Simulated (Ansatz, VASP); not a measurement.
## Al2O3: VASP beside Ansatz

INCAR

```
SYSTEM = Al2O3
PREC     = Accurate       ! precision mode
ENCUT    = 520            ! plane-wave cutoff, eV
EDIFF    = 1E-6           ! SCF threshold, eV
ISMEAR   = 0              ! smearing method
SIGMA    = 0.05           ! smearing width, eV
LREAL    = .FALSE.        ! projectors in reciprocal space
LASPH    = .TRUE.         ! aspherical terms in the spheres
NELM     = 100            ! most SCF steps
ALGO     = Normal         ! electronic algorithm
ISIF     = 2              ! what is computed and relaxed
LWAVE    = .FALSE.        ! write WAVECAR
LCHARG   = .FALSE.        ! write CHGCAR
NBANDS   = 35             ! bands
```

Contents of KPOINTS:

```
Automatic mesh
0
G
  8 5 3
  0 0 0
```

POSCAR

```
Al2O3
1.0
    0.0000000000      0.0000000000     -2.9745878627
   -4.5925858775      0.0000000000      0.0000000000
    0.0000000000      9.5731209242      0.0000000000
Al O
4 6
Direct
    0.5000000000      0.5861211782      0.3309999354
    0.5000000000      0.4138788218      0.6690000646
    0.0000000000      0.0861211782      0.1690000646
    0.0000000000      0.9138788218      0.8309999354
    0.5000000000      0.2684446126      0.2226862106
    0.0000000000      1.0000000000      0.0000000000
    0.0000000000      0.2315553874      0.7226862106
    0.0000000000      0.7684446126      0.2773137894
    0.5000000000      0.7315553874      0.7773137894
    0.5000000000      0.5000000000      0.5000000000
```

Input for Ansatz:

```yaml
crystal:
  lattice:
    - [0.0, 0.0, -2.9745878627]
    - [-4.5925858775, 0.0, 0.0]
    - [0.0, 9.5731209242, 0.0]
  atoms:
    - { symbol: Al, position: [0.5, 0.5861211782, 0.3309999354] }
    - { symbol: Al, position: [0.5, 0.4138788218, 0.6690000646] }
    - { symbol: Al, position: [0.0, 0.0861211782, 0.1690000646] }
    - { symbol: Al, position: [0.0, 0.9138788218, 0.8309999354] }
    - { symbol: O, position: [0.5, 0.2684446126, 0.2226862106] }
    - { symbol: O, position: [0.0, 1.0, 0.0] }
    - { symbol: O, position: [0.0, 0.2315553874, 0.7226862106] }
    - { symbol: O, position: [0.0, 0.7684446126, 0.2773137894] }
    - { symbol: O, position: [0.5, 0.7315553874, 0.7773137894] }
    - { symbol: O, position: [0.5, 0.5, 0.5] }
basis:
  ecutwfc: 420
kpoints:
  mp_grid: { grid: [8, 5, 3] }
hamiltonian:
  xc: lda
scf:
  occupations: { method: gaussian, width: 0.05 }
output:
  forces: true
  stress: true
  eigenvalues: true
  write_density: true
  write_potential: true
  elf: true
  volumetric_format: npy
```

Alike in both runs: task single point; functional LDA; k mesh 8 × 5 × 3; occupations gaussian, width 0.05 eV; no spin polarisation.

```csv
,VASP,Ansatz
version,VASP 6.6.1,Ansatz 0.2.0
potentials or method,"VASP PAW LDA potentials, release 64 (Al, O), cutoff 520 eV","scalar-relativistic, plane waves, PAW"
valence electrons in the cell,48,48
```

```csv
,VASP,Ansatz,Ansatz less VASP
gap on the k mesh at the Fermi level (eV),3.46,3.47,+0.010
least direct gap on the mesh (eV),3.46,3.47,+0.010
pressure (GPa),0.8,0.0,-0.86
"traceless stress, the component that is largest in VASP (GPa)",0.53,0.01,-0.520
rms of the force components (eV/Å),0.031,0.001,-0.0296
```

LDA's correlation is that of Perdew and Zunger in VASP and of Perdew and Wang (1992) in Ansatz. Atom by atom the forces differ by 0.030 eV/Å (rms over components).
